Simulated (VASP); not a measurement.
# TiN (Fm-3m) in VASP: single point with PBEsol

Aim: the single point of TiN with PBEsol.

All numbers are computed with VASP 6.6.1; they aren't measurements. Logs are shortened: lines on timing, memory, paths and dates and some standing lists are left out, and cuts for length are marked.

### 1 The cell of the first run

The structure is cubic, space group Fm-3m (No. 225). Conventional cell: a = 4.204 Å, b = 4.204 Å, c = 4.204 Å, α = 90.00°, β = 90.00°, γ = 90.00°. Within 2.8 Å of Ti (site symmetry m-3m) lie 6 N at 2.10 Å. Within 2.8 Å of N (site symmetry m-3m) lie 6 Ti at 2.10 Å.

### 2 Single point, PBEsol

INCAR

```
SYSTEM = TiN
PREC = Accurate
ENCUT = 600
EDIFF = 1E-6
ISMEAR = 0
SIGMA = 0.1
LREAL = .FALSE.
LASPH = .TRUE.
NELM = 120
ALGO = Normal
ISIF = 2
LWAVE = .FALSE.
LCHARG = .FALSE.
GGA = PS
NBANDS = 16
GGA_COMPAT = .FALSE.
```

KPOINTS

```
regular mesh
0
G
  18 18 18
  0 0 0
```

POSCAR

```
TiN
1.0
    0.0000000000      2.1019444279      2.1019444279
    2.1019444279      0.0000000000      2.1019444279
    2.1019444279      2.1019444279      0.0000000000
Ti N
1 1
Direct
    0.0000000000      0.0000000000      0.0000000000
    0.5000000000      0.5000000000      0.5000000000
```

Potentials or basis: VASP PAW PBE potentials, release 64 (Ti_sv, N).

Launch:

```sh
> cat potpaw_PBE.64/Ti_sv/POTCAR potpaw_PBE.64/N/POTCAR > POTCAR
> mpirun -np 1 vasp_std > vasp.out
```

OUTCAR:

```text
SYSTEM = TiN
   PREC = Accurate
   ENCUT = 600
   EDIFF = 1E-6
   ISMEAR = 0
   LREAL = .FALSE.
   LASPH = .TRUE.
   NELM = 120
   ISIF = 2
   GGA = PS

 ion  position               nearest neighbor table
   1  0.000  0.000  0.000-   2 2.10   2 2.10   2 2.10   2 2.10   2 2.10   2 2.10
   2  0.500  0.500  0.500-   1 2.10   1 2.10   1 2.10   1 2.10   1 2.10   1 2.10

  LATTYP: Found a face centered cubic cell.
 ALAT       =     4.2038888558

  Lattice vectors:

 A1 = (   0.0000000000,   2.1019444279,   2.1019444279)
 A2 = (   2.1019444279,   0.0000000000,   2.1019444279)
 A3 = (   2.1019444279,   2.1019444279,   0.0000000000)

Analysis of symmetry for initial positions (statically):
=====================================================================
 Subroutine PRICEL returns:
 Original cell was already a primitive cell.

 Routine SETGRP: Setting up the symmetry group for a
 face centered cubic supercell.

 Subroutine GETGRP returns: Found 48 space group operations
 (whereof 48 operations were pure point group operations)
 out of a pool of 48 trial point group operations.

The static configuration has the point symmetry O_h .

Analysis of symmetry for dynamics (positions and initial velocities):
=====================================================================
 Subroutine PRICEL returns:
 Original cell was already a primitive cell.

 Routine SETGRP: Setting up the symmetry group for a
 face centered cubic supercell.

 Subroutine GETGRP returns: Found 48 space group operations
 (whereof 48 operations were pure point group operations)
 out of a pool of 48 trial point group operations.

The dynamic configuration has the point symmetry O_h .

 Subroutine INISYM returns: Found 48 space group operations
 (whereof 48 operations are pure point group operations),
 and found     1 'primitive' translations

----------------------------------------------------------------------------------------

                                     Primitive cell

  volume of cell :      18.5735

  direct lattice vectors                    reciprocal lattice vectors
     0.000000000  2.101944428  2.101944428    -0.237874985  0.237874985  0.237874985
     2.101944428  0.000000000  2.101944428     0.237874985 -0.237874985  0.237874985
     2.101944428  2.101944428  0.000000000     0.237874985  0.237874985 -0.237874985

  length of vectors
     2.972598317  2.972598317  2.972598317     0.412011560  0.412011560  0.412011560

  position of ions in fractional coordinates (direct lattice)
     0.000000000  0.000000000  0.000000000
     0.500000000  0.500000000  0.500000000

  ion indices of the primitive-cell ions
   primitive index   ion index
                 1           1
                 2           2

----------------------------------------------------------------------------------------

 KPOINTS: regular mesh

Automatic generation of k-mesh.
 Grid dimensions read from file:
 generate k-points for:   18   18   18

 Generating k-lattice:

  Cartesian coordinates                     Fractional coordinates (reciprocal lattice)
    -0.013215277  0.013215277  0.013215277     0.055555556  0.000000000  0.000000000
     0.013215277 -0.013215277  0.013215277     0.000000000  0.055555556  0.000000000
     0.013215277  0.013215277 -0.013215277     0.000000000  0.000000000  0.055555556

  Length of vectors
     0.022889531  0.022889531  0.022889531

  Shift w.r.t. Gamma in fractional coordinates (k-lattice)
     0.000000000  0.000000000  0.000000000

 Subroutine IBZKPT returns following result:
 ===========================================

 Found    195 irreducible k-points:

 Following reciprocal coordinates:
            Coordinates               Weight
  0.000000  0.000000  0.000000      1.000000
  0.055556  0.000000  0.000000      8.000000
  0.111111  0.000000  0.000000      8.000000
  0.166667  0.000000  0.000000      8.000000
  0.222222  0.000000  0.000000      8.000000
  0.277778  0.000000  0.000000      8.000000
[... 16 lines left out ...]
 -0.277778  0.055556  0.000000     24.000000
 -0.222222  0.055556  0.000000     24.000000
 [... further k-points ...]
   k-points           NKPTS =    195   k-points in BZ     NKDIM =    195   number of bands    NBANDS=     16
   number of dos      NEDOS =    301   number of ions     NIONS =      2
   total plane-waves  NPLWV =  13824
   dimension x,y,z NGX =    24 NGY =   24 NGZ =   24
   dimension x,y,z NGXF=    48 NGYF=   48 NGZF=   48
   ions per type =               1   1
   NGX,Y,Z   is equivalent  to a cutoff of  13.42, 13.42, 13.42 a.u.
   NGXF,Y,Z  is equivalent  to a cutoff of  26.84, 26.84, 26.84 a.u.
 SYSTEM =  TiN
   PREC   = accura    normal or accurate (medium, high low for compatibility)
   ISTART =      0    job   : 0-new  1-cont  2-samecut
   ICHARG =      2    charge: 1-file 2-atom 10-const
   ISPIN  =      1    spin polarized calculation?
   LNONCOLLINEAR =      F non collinear calculations
   LSORBIT =      F    spin-orbit coupling
   LASPH  =      T    aspherical Exc in radial PAW
   ENCUT  =  600.0 eV  44.10 Ry    6.64 a.u.   5.94  5.94  5.94*2*pi/ulx,y,z
   NELM   =    120;   NELMIN=  2; NELMDL= -5     # of ELM steps
   EDIFF  = 0.1E-05   stopping-criterion for ELM
   LREAL  =      F    real-space projection
   EDIFFG = 0.1E-04   stopping-criterion for IOM
   NSW    =      0    number of steps for IOM
   IBRION =     -1    ionic relax: 0-MD 1-quasi-New 2-CG
   NFREE  =      0    steps in history (QN), initial steepest desc. (CG)
   ISIF   =      2    stress and relaxation
   ISYM   =      2    0-nonsym 1-usesym 2-fastsym
   POTIM  = 0.5000    time-step for ionic-motion
   TEBEG  =    0.0;   TEEND  =   0.0 temperature during run
   PSTRESS=    0.0 pullay stress
   NELECT =      17.0000    total number of electrons
   NUPDOWN=      -1.0000    fix difference up-down
   EMIN   =  10.00;   EMAX   =-10.00  energy-range for DOS
   EFERMI =   0.00;   METHOD = LEGACY
   ISMEAR =     0;   SIGMA  =   0.10  broadening in eV -4-tet -1-fermi 0-gaus
   EFERMI_NEDOS =   21; number of points for ismear=-14 and -15
   IALGO  =     38    algorithm
   IMIX   =      4    mixing-type and parameters
     AMIX     =   0.40;   BMIX     =  1.00
     AMIX_MAG =   1.60;   BMIX_MAG =  1.00
  volume/ion in A,a.u.               =       9.29        62.67
  Fermi-wavevector in a.u.,A,eV,Ry     =   1.589498  3.003715 34.375160  2.526503
  Thomas-Fermi vector in A             =   2.688338
   LORBIT       =      0    0 simple, 1 ext, 2 COOP (PROOUT), +10 PAW based schemes
   GGA     = PS    functional components
   LHFCALC =     F    Hartree Fock is set to
   AEXX    =    0.0000 exact exchange contribution
   IVDW    =     0    specifies the selected vdW correction
   LEPSILON=     F    determine dielectric tensor
   LRPA    =     F    only Hartree local field effects (RPA)
 non-spin polarized calculation
 Gauss-broadening in eV      SIGMA  =   0.10
  energy-cutoff  :      600.00
  volume of cell :       18.57
 maximum number of plane-waves:       636
   NGX = 11   NGY = 11   NGZ = 11

 number of electron      16.9999998 magnetization

 Free energy of the ion-electron system (eV)
  ---------------------------------------------------
  ext. energy  EPLUGINS =         0.00000000
  ---------------------------------------------------
  free energy    TOTEN  =       -20.78363771 eV

  energy without entropy =      -20.77962221  energy(sigma->0) =      -20.78162996

 E-fermi :  11.6750     XC(G=0): -13.3718

 val. band max:       11.6388567041   @ k =  -0.1667   0.1111   0.0000
 cond. band min:      11.6835441240   @ k =   0.4444   0.2222   0.1111
 fundamental gap:      0.0446874200
 Fermi energy:        11.6749762504

 k-point     1 :       0.0000    0.0000    0.0000
  band No.  band energies     occupation
      1     -45.8910      2.00000
      2     -21.9505      2.00000
      3     -21.9505      2.00000
      4     -21.9505      2.00000
      5      -5.5283      2.00000
      6       9.6241      2.00000
[... 8 lines left out ...]
     15      24.8145      0.00000
     16      31.7685      0.00000

 k-point     2 :       0.0556    0.0000    0.0000
  band No.  band energies     occupation
      1     -45.8877      2.00000
      2     -21.9737      2.00000
      3     -21.9524      2.00000
      4     -21.9524      2.00000
      5      -5.4642      2.00000
      6       9.2423      2.00000
[... 8 lines left out ...]
     15      24.8784      0.00000
     16      31.6698      0.00000

 k-point     3 :       0.1111    0.0000    0.0000
  band No.  band energies     occupation
      1     -45.8780      2.00000
      2     -22.0400      2.00000
      3     -21.9578      2.00000
      4     -21.9578      2.00000
      5      -5.2768      2.00000
      6       8.4341      2.00000
[... 8 lines left out ...]
     15      24.9961      0.00000
     16      31.3905      0.00000

 k-point     4 :       0.1667    0.0000    0.0000
  band No.  band energies     occupation
      1     -45.8632      2.00000
      2     -22.1402      2.00000
      3     -21.9661      2.00000
      4     -21.9661      2.00000
      5      -4.9807      2.00000
      6       7.4818      2.00000
[... 8 lines left out ...]
     15      25.0020      0.00000
     16      30.8166      0.00000

 k-point     5 :       0.2222    0.0000    0.0000
  band No.  band energies     occupation
      1     -45.8449      2.00000
      2     -22.2609      2.00000
      3     -21.9762      2.00000
      4     -21.9762      2.00000
      5      -4.5993      2.00000
      6       6.4991      2.00000
[... 8 lines left out ...]
     15      24.8406      0.00000
     16      29.9638      0.00000

 k-point     6 :       0.2778    0.0000    0.0000
  band No.  band energies     occupation
      1     -45.8254      2.00000
      2     -22.3869      2.00000
      3     -21.9869      2.00000
      4     -21.9869      2.00000
      5      -4.1635      2.00000
      6       5.5560      2.00000
[... 8 lines left out ...]
     15      24.7164      0.00000
     16      28.9597      0.00000

 k-point     7 :       0.3333    0.0000    0.0000
  band No.  band energies     occupation
      1     -45.8070      2.00000
      2     -22.5032      2.00000
      3     -21.9969      2.00000
      4     -21.9969      2.00000
      5      -3.7152      2.00000
      6       4.7099      2.00000
[... 8 lines left out ...]
     15      24.8640      0.00000
     16      27.9677      0.00000

 k-point     8 :       0.3889    0.0000    0.0000
  band No.  band energies     occupation
      1     -45.7920      2.00000
      2     -22.5964      2.00000
      3     -22.0051      2.00000
      4     -22.0051      2.00000
      5      -3.3092      2.00000
      6       4.0207      2.00000
[... 8 lines left out ...]
     15      25.2380      0.00000
     16      27.1286      0.00000

 k-point     9 :       0.4444    0.0000    0.0000
  band No.  band energies     occupation
      1     -45.7821      2.00000
      2     -22.6566      2.00000
      3     -22.0104      2.00000
      4     -22.0104      2.00000
      5      -3.0161      2.00000
      6       3.5584      2.00000
[... 8 lines left out ...]
     15      25.6029      0.00000
     16      26.5617      0.00000
[... 172 lines left out ...]
 k-point    19 :       0.5000    0.0556    0.0000
  band No.  band energies     occupation
      1     -45.7776      2.00000
      2     -22.6665      2.00000
      3     -22.0252      2.00000
      4     -22.0174      2.00000
      5      -2.9480      2.00000
      6       3.4844      2.00000
[... 8 lines left out ...]
     15      25.6360      0.00000
     16      26.3369      0.00000

 k-point    20 :      -0.4444    0.0556    0.0000
  band No.  band energies     occupation
      1     -45.7787      2.00000
      2     -22.6597      2.00000
      3     -22.0290      2.00000
      4     -22.0124      2.00000
      5      -2.9814      2.00000
      6       3.5347      2.00000
[... 8 lines left out ...]
     15      25.5765      0.00000
     16      26.3587      0.00000

 k-point    21 :      -0.3889    0.0556    0.0000
  band No.  band energies     occupation
      1     -45.7865      2.00000
      2     -22.6133      2.00000
      3     -22.0285      2.00000
      4     -22.0041      2.00000
      5      -3.2078      2.00000
      6       3.8833      2.00000
[... 8 lines left out ...]
     15      25.2903      0.00000
     16      26.7117      0.00000

 k-point    22 :      -0.3333    0.0556    0.0000
  band No.  band energies     occupation
      1     -45.7998      2.00000
      2     -22.5322      2.00000
      3     -22.0238      2.00000
      4     -21.9935      2.00000
      5      -3.5686      2.00000
      6       4.4721      2.00000
[... 8 lines left out ...]
     15      24.9239      0.00000
     16      27.3374      0.00000

 k-point    23 :      -0.2778    0.0556    0.0000
  band No.  band energies     occupation
      1     -45.8171      2.00000
      2     -22.4253      2.00000
      3     -22.0154      2.00000
      4     -21.9818      2.00000
      5      -3.9943      2.00000
      6       5.2307      2.00000
[... 8 lines left out ...]
     15      24.7129      0.00000
     16      28.1334      0.00000

 k-point    24 :      -0.2222    0.0556    0.0000
  band No.  band energies     occupation
      1     -45.8362      2.00000
      2     -22.3046      2.00000
      3     -22.0042      2.00000
      4     -21.9705      2.00000
      5      -4.4262      2.00000
      6       6.0949      2.00000
[... 8 lines left out ...]
     15      24.7869      0.00000
     16      28.9885      0.00000

 [... further k-points ...]
[... 5 lines left out ...]
  --------------------------------------------------------------------------------------
  -------------------------------------------------------------------------------------
  Total        0.0401164      0.0401164      0.0401164      0.0000000      0.0000000      0.0000000
  in kB        3.4605007      3.4605007      3.4605007      0.0000000      0.0000000      0.0000000
  external PRESSURE =       3.4605007 kB  Pullay stress =       0.0000000 kB

 VOLUME and BASIS-vectors are now :
 -----------------------------------------------------------------------------
  energy-cutoff  :      600.00
  volume of cell :       18.57
      direct lattice vectors                 reciprocal lattice vectors
     0.000000000  2.101944428  2.101944428    -0.237874985  0.237874985  0.237874985
     2.101944428  0.000000000  2.101944428     0.237874985 -0.237874985  0.237874985
     2.101944428  2.101944428  0.000000000     0.237874985  0.237874985 -0.237874985

 POSITION                                       TOTAL-FORCE (eV/Angst)
 -----------------------------------------------------------------------------------
      0.00000      0.00000      0.00000         0.000000      0.000000     -0.000000
      2.10194      2.10194      2.10194        -0.000000     -0.000000      0.000000
 -----------------------------------------------------------------------------------
    total drift:                                0.000000     -0.000000     -0.000000

  FREE ENERGIE OF THE ION-ELECTRON SYSTEM (eV)
  ---------------------------------------------------
  free  energy   TOTEN  =       -20.7836377149 eV

  energy  without entropy=      -20.7796222055  energy(sigma->0) =      -20.78162996
```

Run time: 23 s. Hardware: 1 thread of Intel Xeon 6975P-C (Granite Rapids), shared host; peak memory 0.18 GiB.

What came out:

| Property | Result |
| --- | --- |
| Free energy | -20.7836 eV |
| Pressure | 0.3 GPa |
| Band gap on the k mesh | zero (an odd number of electrons rules out a gap without spin polarisation) |

Caveat: the PAW data sets were made with another functional, which shifts forces and pressure a little.
